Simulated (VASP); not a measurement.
Runs of VASP 6.6.1 on Ge. The structure is that of space group P6/mmm (No. 191), or close to it. The cells are those of the table. This isn't the form of Ge at room conditions, which is diamond.

```csv
cell,gap on the mesh (eV),pressure (GPa)
"a = 2.749, b = 2.749, c = 5.110 Å, angles 90.0, 90.0, 120.0°, 2 atoms",none,(a)
"a = 2.847, b = 2.847, c = 5.306 Å, angles 90.0, 90.0, 120.0°, 2 atoms",none,0.0
"a = 2.787, b = 2.787, c = 5.195 Å, angles 90.0, 90.0, 119.7°, 2 atoms",none,4.9
"a = 2.686, b = 2.686, c = 4.996 Å, angles 90.0, 90.0, 120.0°, 2 atoms",none,19.9
```

Alike in all rows: task single point; level r2SCAN; potentials or basis VASP PAW PBE potentials, release 64 (Ge_d); no spin polarisation; k mesh 13 × 13 × 7; cutoff (eV) 550; smearing methfessel-paxton 0.1 eV.

Q: Estimate the missing entries.

A: (a) 9.9.

Caveats: the PAW data sets were made with another functional, which shifts forces and pressure a little; the cell stands under pressure (at least some runs).

A k mesh can miss the band edges, and the runs leave out spin-orbit coupling on Ge.

A gap of «none» marks levels without a gap at the run's occupations.
